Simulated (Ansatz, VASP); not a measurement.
## Ca: VASP beside Ansatz

The input INCAR:

```
ALGO = Normal
EDIFF = 1E-6
EDIFFG = -0.005
ENCUT = 600
IBRION = 2
ISIF = 3
ISMEAR = -1
LASPH = True
LCHARG = False
LREAL = False
LWAVE = False
NELM = 100
NSW = 60
PREC = Accurate
SIGMA = 0.08
```

Contents of KPOINTS:

```
k-points
0
Gamma
  13 13 13
```

POSCAR

```
Ca
1.0
    0.0000000000      2.6714644531      2.6714644531
    2.6714644531      0.0000000000      2.6714644531
    2.6714644531      2.6714644531      0.0000000000
Ca
1
Direct
    0.0000000000      0.0000000000      0.0000000000
```

Input for Ansatz:

```yaml
crystal:
  lattice:
    - [0.0, 2.6714644531, 2.6714644531]
    - [2.6714644531, 0.0, 2.6714644531]
    - [2.6714644531, 2.6714644531, 0.0]
  atoms:
    - { symbol: Ca, position: [0.0, 0.0, 0.0] }
kpoints:
  mp_grid: { grid: [13, 13, 13] }
scf:
  occupations: { method: fermi_dirac, width: 0.08 }
hamiltonian:
  xc: lda
  pseudopotentials: { kind: paw }
output:
  forces: true
  stress: true
relax:
  f_tol: 0.005
  max_steps: 40
  cell: {}
```

Alike in both runs: task relaxation of cell and atoms; functional LDA; k mesh 13 × 13 × 13; occupations fermi-dirac, width 0.08 eV; no spin polarisation.

|  | VASP | Ansatz |
| --- | --- | --- |
| version | VASP 6.6.1 | Ansatz 0.2.0 |
| potentials or method | VASP PAW LDA potentials, release 64 (Ca_sv) | PAW with Ansatz's default frozen-core files, scalar-relativistic |
| plane-wave cutoff (eV) | 600 | 420 |
| valence electrons in the cell | 10 | 10 |

Ansatz gave:

| Item | Value |
| --- | --- |
| relaxed volume (Å³/atom) | 38.13 |
| relaxed cell length with the largest relative difference (Å) | 3.778 |

Which values does VASP return?

Relaxed volume (Å³/atom): 38.10; relaxed cell length with the largest relative difference (Å): 3.777.

LDA's correlation is that of Perdew and Zunger in VASP and of Perdew and Wang (1992) in Ansatz.
